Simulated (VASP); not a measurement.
Write the native input for VASP 6.6.1 that does the following.

```yaml
Task: electric field gradients
Functional: PBEsol
Potentials_or_basis: VASP PAW PBE potentials, release 64 (Se)
Cutoff: 520 eV
k_mesh: 6 × 6 × 5
Occupations: fermi-dirac, width 0.03 eV
Spin: no spin polarisation
Dipole_correction: no
Further_INCAR_settings: ALGO = Normal; EDIFF = 1e-08; NBANDS = 16
```

The structure of Se lies in POSCAR:

```
Se
1.0
    4.3661999489      0.0218309997      0.0218309997
   -2.1641937741      3.7703245739      0.0079907005
    0.0247680000      0.0247680000      4.9536000000
Se
3
Direct
    0.2254000000      0.0000000000      0.3333333333
    0.0000000000      0.2254000000      0.6666666667
    0.7746000000      0.7746000000      0.0000000000
```

This cell differs from its parent crystal: equal xy, yz and zx shear strains of +1 %.

The input as run:

INCAR

```
SYSTEM = Se
  PREC = Accurate
  ENCUT = 520
  EDIFF = 1E-8
  ISMEAR = -1
  SIGMA = 0.03
  LREAL = .False.
  LASPH = .True.
  NELM = 80
  ALGO = Normal
  ISIF = 2
  LWAVE = .False.
  LCHARG = .False.
  GGA = PS
  LEFG = .True.
  NBANDS = 16
```

KPOINTS

```
Automatic mesh
0
Gamma
  6 6 5
  0 0 0
```

Potentials or basis: VASP PAW PBE potentials, release 64 (Se).

Command:

```sh
$ cat potpaw_PBE.64/Se/POTCAR > POTCAR
$ mpirun -np 1 vasp_std > vasp.out
```

It gave:

The pressure is 0.4 GPa. The largest force is 0.428 eV/Å and the band gap on the k mesh is 1.18 eV (least direct gap 1.44 eV). The largest electric field gradient by atom is Se -494.2, -481.2, -492.0 V/Å².

Caveat: the cell differs from its parent crystal (equal xy, yz and zx shear strains of +1 %); without QUAD_EFG the Cq values of the log hold for a quadrupole moment of 1 mb, not for the nuclei; the PAW data sets were made with another functional, which shifts forces and pressure a little; an odd mesh through Γ misses points on the zone boundary, where band edges can lie.

Wall time 51 s on 1 thread of Intel(R) Xeon(R) Platinum 8488C (Sapphire Rapids), on a shared host, peak memory 0.24 GiB.
